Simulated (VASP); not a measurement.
# TaSi2 (C2) in VASP: a series of runs

TaSi2 is run at these levels: PBE; tasks: single point.

Everything below comes from runs of VASP 6.6.1. Logs are shortened: lines on timing, memory, paths and dates and some standing lists are left out, and cuts for length are marked.

## (1) The cell of the first run

It takes space group C2 (No. 5, monoclinic). The conventional cell has a = 4.805 Å, b = 8.323 Å, c = 6.599 Å, α = 90.00°, β = 90.00°, γ = 90.00°. Ta (site symmetry 2) has 10 Si at 2.60 to 2.91 Å and 4 Ta at 3.26 Å within 3.4 Å. Ta (site symmetry 1) has 10 Si at 2.58 to 2.88 Å and 4 Ta at 3.26 Å within 3.4 Å. Within 3.4 Å of Si (site symmetry 2) lie 9 Si at 2.57 to 3.34 Å and 5 Ta at 2.64 to 2.91 Å. Within 3.4 Å of Si (site symmetry 1) lie 9 Si at 2.57 to 3.34 Å and 5 Ta at 2.60 to 2.88 Å. Si (site symmetry 1) has 9 Si at 2.57 to 3.34 Å and 5 Ta at 2.58 to 2.82 Å within 3.4 Å. Si (site symmetry 2) has 9 Si at 2.57 to 3.34 Å and 5 Ta at 2.60 to 2.78 Å within 3.4 Å.

## (2) Single point, PBE (all Ta atoms moved +0.075 Å, as atom 1 along Cartesian [0 1 0])

File INCAR:

```
SYSTEM = TaSi2
PREC = Accurate
ENCUT = 520
EDIFF = 1E-6
ISMEAR = 0
SIGMA = 0.15
LREAL = .FALSE.
LASPH = .TRUE.
NELM = 100
ALGO = Normal
ISIF = 2
LWAVE = .FALSE.
LCHARG = .FALSE.
GGA = PE
NBANDS = 38
```

File KPOINTS:

```
Automatic mesh
0
G
  9 9 6
  0 0 0
```

File POSCAR:

```
TaSi2
1.0
    4.8051009126      0.0000000000      0.0000000000
   -2.4025504563      4.1613394580      0.0000000000
    0.0000000000      0.0000000000      6.5988658829
Ta Si
3 6
Direct
    0.5090115215      0.0180230430      0.5000000000
    0.5090115215      0.5180230430      0.8333333333
    0.0090115215      0.5180230430      0.1666666667
    0.1589199925      0.3178399850      0.5000000000
    0.8410800075      0.1589199925      0.8333333333
    0.6821600150      0.8410800075      0.1666666667
    0.8410800075      0.6821600150      0.5000000000
    0.1589199925      0.8410800075      0.8333333333
    0.3178399850      0.1589199925      0.1666666667
```

Potentials or basis: VASP PAW PBE potentials, release 64 (Ta_pv, Si).

Started as:

```sh
> cat potpaw_PBE.64/Ta_pv/POTCAR potpaw_PBE.64/Si/POTCAR > POTCAR
> mpirun -np 1 vasp_std > vasp.out
```

OUTCAR:

```text
SYSTEM = TaSi2
   PREC = Accurate
   ENCUT = 520
   EDIFF = 1E-6
   ISMEAR = 0
   LREAL = .FALSE.
   LASPH = .TRUE.
   NELM = 100
   ISIF = 2
   GGA = PE

 ion  position               nearest neighbor table
   1  0.509  0.018  0.500-   5 2.60   9 2.60   8 2.64   6 2.64   4 2.71   4 2.71   7 2.76   7 2.78
                             7 2.78   4 2.91   2 3.26   2 3.26   3 3.26   3 3.26
   2  0.509  0.518  0.833-   6 2.58   7 2.60   4 2.64   9 2.66   5 2.67   8 2.70   5 2.78   8 2.80
                             8 2.82   5 2.88   1 3.26   1 3.26   3 3.26   3 3.26
   3  0.009  0.518  0.167-   8 2.58   7 2.60   4 2.64   5 2.66   9 2.67   6 2.70   9 2.78   6 2.80
                             6 2.82   9 2.88   1 3.26   1 3.26   2 3.26   2 3.26
   4  0.159  0.318  0.500-   9 2.57   5 2.57   2 2.64   3 2.64   7 2.65   1 2.71   1 2.71   7 2.84
                             7 2.84   1 2.91
   5  0.841  0.159  0.833-   4 2.57   6 2.57   1 2.60   8 2.65   3 2.66   2 2.67   2 2.78   8 2.84
                             8 2.84   2 2.88
   6  0.682  0.841  0.167-   7 2.57   5 2.57   2 2.58   1 2.64   9 2.65   3 2.70   3 2.80   3 2.82
                             9 2.84   9 2.84
   7  0.841  0.682  0.500-   6 2.57   8 2.57   2 2.60   3 2.60   4 2.65   1 2.76   1 2.78   1 2.78
                             4 2.84   4 2.84
   8  0.159  0.841  0.833-   7 2.57   9 2.57   3 2.58   1 2.64   5 2.65   2 2.70   2 2.80   2 2.82
                             5 2.84   5 2.84
   9  0.318  0.159  0.167-   4 2.57   8 2.57   1 2.60   6 2.65   2 2.66   3 2.67   3 2.78   6 2.84
                             6 2.84   3 2.88

  LATTYP: Found a hexagonal cell.
 ALAT       =     4.8051009126
 C/A-ratio  =     1.3733043287

  Lattice vectors:

 A1 = (   4.8051009126,   0.0000000000,   0.0000000000)
 A2 = (  -2.4025504563,   4.1613394580,   0.0000000000)
 A3 = (   0.0000000000,   0.0000000000,   6.5988658829)

Analysis of symmetry for initial positions (statically):
=====================================================================
 Subroutine PRICEL returns:
 Original cell was already a primitive cell.

 Routine SETGRP: Setting up the symmetry group for a
 hexagonal supercell.

 Subroutine GETGRP returns: Found  2 space group operations
 (whereof  2 operations were pure point group operations)
 out of a pool of 24 trial point group operations.

The static configuration has the point symmetry C_2 .

Analysis of symmetry for dynamics (positions and initial velocities):
=====================================================================
 Subroutine PRICEL returns:
 Original cell was already a primitive cell.

 Routine SETGRP: Setting up the symmetry group for a
 hexagonal supercell.

 Subroutine GETGRP returns: Found  2 space group operations
 (whereof  2 operations were pure point group operations)
 out of a pool of 24 trial point group operations.

The dynamic configuration has the point symmetry C_2 .

 Subroutine INISYM returns: Found  2 space group operations
 (whereof  2 operations are pure point group operations),
 and found     1 'primitive' translations

----------------------------------------------------------------------------------------

                                     Primitive cell

  volume of cell :     131.9487

  direct lattice vectors                    reciprocal lattice vectors
     4.805100913  0.000000000  0.000000000     0.208112175  0.120153620  0.000000000
    -2.402550456  4.161339458  0.000000000     0.000000000  0.240307240  0.000000000
     0.000000000  0.000000000  6.598865883     0.000000000  0.000000000  0.151541192

  length of vectors
     4.805100913  4.805100913  6.598865883     0.240307240  0.240307240  0.151541192

  position of ions in fractional coordinates (direct lattice)
     0.509011521  0.018023043  0.500000000
     0.509011521  0.518023043  0.833333333
     0.009011521  0.518023043  0.166666667
     0.158919993  0.317839985  0.500000000
     0.841080007  0.158919993  0.833333333
     0.682160015  0.841080007  0.166666667
     0.841080007  0.682160015  0.500000000
     0.158919993  0.841080007  0.833333333
     0.317839985  0.158919993  0.166666667

  ion indices of the primitive-cell ions
   primitive index   ion index
                 1           1
                 2           2
                 3           3
                 4           4
                 5           5
                 6           6
                 7           7
                 8           8
                 9           9

----------------------------------------------------------------------------------------

 KPOINTS: Automatic mesh

Automatic generation of k-mesh.
 Grid dimensions read from file:
 generate k-points for:    9    9    6

 Generating k-lattice:

  Cartesian coordinates                     Fractional coordinates (reciprocal lattice)
     0.023123575  0.013350402  0.000000000     0.111111111 -0.000000000  0.000000000
     0.000000000  0.026700804  0.000000000     0.000000000  0.111111111  0.000000000
     0.000000000  0.000000000  0.025256865     0.000000000  0.000000000  0.166666667

  Length of vectors
     0.026700804  0.026700804  0.025256865

  Shift w.r.t. Gamma in fractional coordinates (k-lattice)
     0.000000000  0.000000000  0.000000000

 Subroutine IBZKPT returns following result:
 ===========================================

 Found    140 irreducible k-points:

 Following reciprocal coordinates:
            Coordinates               Weight
  0.000000  0.000000  0.000000      1.000000
  0.111111  0.000000  0.000000      4.000000
  0.000000  0.111111  0.000000      2.000000
  0.222222  0.000000  0.000000      4.000000
  0.000000  0.222222  0.000000      2.000000
  0.333333  0.000000  0.000000      4.000000
[... 16 lines left out ...]
 -0.222222 -0.444444  0.000000      4.000000
  0.444444  0.333333  0.000000      4.000000
 [... further k-points ...]
   k-points           NKPTS =    140   k-points in BZ     NKDIM =    140   number of bands    NBANDS=     38
   number of dos      NEDOS =    301   number of ions     NIONS =      9
   total plane-waves  NPLWV =  64800
   dimension x,y,z NGX =    36 NGY =   36 NGZ =   50
   dimension x,y,z NGXF=    72 NGYF=   72 NGZF=  100
   ions per type =               3   6
   NGX,Y,Z   is equivalent  to a cutoff of  12.46, 12.46, 12.60 a.u.
   NGXF,Y,Z  is equivalent  to a cutoff of  24.91, 24.91, 25.19 a.u.
 SYSTEM =  TaSi2
   PREC   = accura    normal or accurate (medium, high low for compatibility)
   ISTART =      0    job   : 0-new  1-cont  2-samecut
   ICHARG =      2    charge: 1-file 2-atom 10-const
   ISPIN  =      1    spin polarized calculation?
   LNONCOLLINEAR =      F non collinear calculations
   LSORBIT =      F    spin-orbit coupling
   LASPH  =      T    aspherical Exc in radial PAW
   ENCUT  =  520.0 eV  38.22 Ry    6.18 a.u.   8.93  8.93 12.27*2*pi/ulx,y,z
   NELM   =    100;   NELMIN=  2; NELMDL= -5     # of ELM steps
   EDIFF  = 0.1E-05   stopping-criterion for ELM
   LREAL  =      F    real-space projection
   EDIFFG = 0.1E-04   stopping-criterion for IOM
   NSW    =      0    number of steps for IOM
   IBRION =     -1    ionic relax: 0-MD 1-quasi-New 2-CG
   NFREE  =      0    steps in history (QN), initial steepest desc. (CG)
   ISIF   =      2    stress and relaxation
   ISYM   =      2    0-nonsym 1-usesym 2-fastsym
   POTIM  = 0.5000    time-step for ionic-motion
   TEBEG  =    0.0;   TEEND  =   0.0 temperature during run
   PSTRESS=    0.0 pullay stress
   NELECT =      57.0000    total number of electrons
   NUPDOWN=      -1.0000    fix difference up-down
   EMIN   =  10.00;   EMAX   =-10.00  energy-range for DOS
   EFERMI =   0.00;   METHOD = LEGACY
   ISMEAR =     0;   SIGMA  =   0.15  broadening in eV -4-tet -1-fermi 0-gaus
   EFERMI_NEDOS =   21; number of points for ismear=-14 and -15
   IALGO  =     38    algorithm
   IMIX   =      4    mixing-type and parameters
     AMIX     =   0.40;   BMIX     =  1.00
     AMIX_MAG =   1.60;   BMIX_MAG =  1.00
  volume/ion in A,a.u.               =      14.66        98.94
  Fermi-wavevector in a.u.,A,eV,Ry     =   1.237556  2.338641 20.837927  1.531544
  Thomas-Fermi vector in A             =   2.372118
   LORBIT       =      0    0 simple, 1 ext, 2 COOP (PROOUT), +10 PAW based schemes
   GGA     = PE    functional components
   LHFCALC =     F    Hartree Fock is set to
   AEXX    =    0.0000 exact exchange contribution
   IVDW    =     0    specifies the selected vdW correction
   LEPSILON=     F    determine dielectric tensor
   LRPA    =     F    only Hartree local field effects (RPA)
 non-spin polarized calculation
 Gauss-broadening in eV      SIGMA  =   0.15
  energy-cutoff  :      520.00
  volume of cell :      131.95
 maximum number of plane-waves:      3573
   NGX = 17   NGY = 17   NGZ = 25

 number of electron      56.9999999 magnetization

 Free energy of the ion-electron system (eV)
  ---------------------------------------------------
  ext. energy  EPLUGINS =         0.00000000
  ---------------------------------------------------
  free energy    TOTEN  =       -72.17592205 eV

  energy without entropy =      -72.12961734  energy(sigma->0) =      -72.15276969

 E-fermi :   9.2197     XC(G=0): -12.0138

 val. band max:        9.2164994414   @ k =  -0.4444  -0.3333   0.1667
 cond. band min:       9.2399710946   @ k =  -0.2222  -0.4444   0.0000
 fundamental gap:      0.0234716532
 Fermi energy:         9.2197307587

 k-point     1 :       0.0000    0.0000    0.0000
  band No.  band energies     occupation
      1     -25.1909      2.00000
      2     -25.1819      2.00000
      3     -25.1755      2.00000
      4     -25.1166      2.00000
      5     -25.1158      2.00000
      6     -25.0308      2.00000
[... 30 lines left out ...]
     37      13.0863      0.00000
     38      13.1473      0.00000

 k-point     2 :       0.1111    0.0000    0.0000
  band No.  band energies     occupation
      1     -25.2023      2.00000
      2     -25.1843      2.00000
      3     -25.1656      2.00000
      4     -25.1175      2.00000
      5     -25.1143      2.00000
      6     -25.0329      2.00000
[... 30 lines left out ...]
     37      12.8728      0.00000
     38      13.0840      0.00000
[... 859 lines left out ...]
     37      12.2651      0.00000
     38      12.9538      0.00000

 k-point    24 :       0.4444    0.3333    0.0000
  band No.  band energies     occupation
      1     -25.2350      2.00000
      2     -25.1924      2.00000
      3     -25.1707      2.00000
      4     -25.1103      2.00000
      5     -25.0933      2.00000
      6     -25.0619      2.00000
[... 30 lines left out ...]
     37      12.2540      0.00000
     38      12.9624      0.00000

 [... further k-points ...]
[... 5 lines left out ...]
  --------------------------------------------------------------------------------------
  -------------------------------------------------------------------------------------
  Total        0.2266546      0.5735070      0.3324708      0.0000000      0.0000000      0.0599605
  in kB        2.7521381      6.9637694      4.0370035      0.0000000      0.0000000      0.7280667
  external PRESSURE =       4.5843036 kB  Pullay stress =       0.0000000 kB

 VOLUME and BASIS-vectors are now :
 -----------------------------------------------------------------------------
  energy-cutoff  :      520.00
  volume of cell :      131.95
      direct lattice vectors                 reciprocal lattice vectors
     4.805100913  0.000000000  0.000000000     0.208112175  0.120153620  0.000000000
    -2.402550456  4.161339458  0.000000000     0.000000000  0.240307240  0.000000000
     0.000000000  0.000000000  6.598865883     0.000000000  0.000000000  0.151541192

 POSITION                                       TOTAL-FORCE (eV/Angst)
 -----------------------------------------------------------------------------------
      2.40255      0.07500      3.29943         0.000000     -0.699303      0.000000
      1.20128      2.15567      5.49905        -0.125448     -0.916110     -0.014616
     -1.20128      2.15567      1.09981         0.125448     -0.916110      0.014616
      0.00000      1.32264      3.29943        -0.000000      0.320101      0.000000
      3.65966      0.66132      5.49905         0.069594      0.502143      0.248494
      1.25711      3.50002      1.09981        -0.086154      0.432676      0.278992
      2.40255      2.83870      3.29943         0.000000      0.341783      0.000000
     -1.25711      3.50002      5.49905         0.086154      0.432676     -0.278992
      1.14544      0.66132      1.09981        -0.069594      0.502143     -0.248494
 -----------------------------------------------------------------------------------
    total drift:                               -0.000001     -0.000195     -0.000000

  FREE ENERGIE OF THE ION-ELECTRON SYSTEM (eV)
  ---------------------------------------------------
  free  energy   TOTEN  =       -72.1759220461 eV

  energy  without entropy=      -72.1296173398  energy(sigma->0) =      -72.15276969
```

Run time: 8.2 min. Hardware: 1 thread of Intel Xeon Platinum 8488C (Sapphire Rapids), shared host; peak memory 0.62 GiB.

Results:

| Quantity | Value |
| --- | --- |
| Free energy | -72.1759 eV |
| Pressure | 0.5 GPa |
| Largest force | 0.925 eV/Å |

Forces in eV/Å, atoms in the order of the input:
```
Ta   0.000 -0.699  0.000
Ta  -0.125 -0.916 -0.015
Ta   0.125 -0.916  0.015
Si   0.000  0.320  0.000
Si   0.070  0.502  0.248
Si  -0.086  0.433  0.279
Si   0.000  0.342  0.000
Si   0.086  0.433 -0.279
Si  -0.070  0.502 -0.248
```

Levels at points of the mesh, in eV from the Fermi level:
```tsv
k point	band 26	band 27	band 28	band 29	band 30	band 31	band 32	band 33
(0.00, 0.00, 0.00)	-2.42	-2.14	-2.13	-1.48	0.72	2.90	2.91	3.32
(0.00, 0.00, 0.50)	-2.03	-1.78	-1.78	1.10	1.12	2.51	2.52	3.36
```

Caveat: the cell differs from its parent crystal (all Ta atoms moved +0.075 Å, as atom 1 along Cartesian [0 1 0]); spin-orbit coupling is left out, which moves the levels of the heavy elements.

## (3) Single point, PBE (all Ta atoms moved -0.100 Å, as atom 1 along Cartesian [0 1 0])

File INCAR:

```
PREC = Accurate
ENCUT = 520
EDIFF = 1E-6
ISMEAR = 0
SIGMA = 0.15
LREAL = False
LASPH = True
NELM = 100
ALGO = Normal
ISIF = 2
LWAVE = False
LCHARG = True
GGA = PE
LELF = True
LVHAR = True
NBANDS = 38
```

File KPOINTS:

```
Automatic mesh
0
Gamma
  9 9 6
```

POSCAR, as its differences from that of step 2:

```diff
@@ -8,5 +8,5 @@
 Direct
-    0.5090115215      0.0180230430      0.5000000000
-    0.5090115215      0.5180230430      0.8333333333
-    0.0090115215      0.5180230430      0.1666666667
+    0.4879846380     -0.0240307240      0.5000000000
+    0.4879846380      0.4759692760      0.8333333333
+   -0.0120153620      0.4759692760      0.1666666667
     0.1589199925      0.3178399850      0.5000000000
```

Potentials or basis: VASP PAW PBE potentials, release 64 (Ta_pv, Si).

Started as:

```sh
> cat potpaw_PBE.64/Ta_pv/POTCAR potpaw_PBE.64/Si/POTCAR > POTCAR
> mpirun -np 1 vasp_std > vasp.out
```

Run time: 8.6 min. Hardware: 1 thread of Intel Xeon Platinum 8488C (Sapphire Rapids), shared host; peak memory 0.62 GiB.

Results (log left out):

```yaml
Free_energy: -72.1020 eV
Pressure: 0.7 GPa
Largest_force: 1.237 eV/Å
```

Forces on the atoms (eV/Å):
```
Ta   0.000  0.934  0.000
Ta   0.169  1.225 -0.026
Ta  -0.169  1.225  0.026
Si   0.000 -0.466  0.000
Si  -0.115 -0.565 -0.378
Si   0.093 -0.685 -0.324
Si   0.000 -0.418  0.000
Si  -0.093 -0.685  0.324
Si   0.115 -0.565  0.378
```

Stress tensor (GPa, compression positive):
```
 0.41  0.00 -0.09
 0.00  1.16  0.00
-0.09  0.00  0.61
```

Levels at points of the mesh, in eV from the Fermi level:
```csv
k point,band 27,band 28,band 29,band 30,band 31,band 32
"(0.00, 0.00, 0.00)",-2.12,-2.10,-1.48,0.72,2.87,2.89
"(0.00, 0.00, 0.50)",-1.78,-1.77,1.08,1.11,2.50,2.52
```

Caveat: the cell differs from its parent crystal (all Ta atoms moved -0.100 Å, as atom 1 along Cartesian [0 1 0]); spin-orbit coupling is left out, which moves the levels of the heavy elements; forces of over 1 eV/Å act on the atoms, so gaps and moduli don't describe the material at rest.
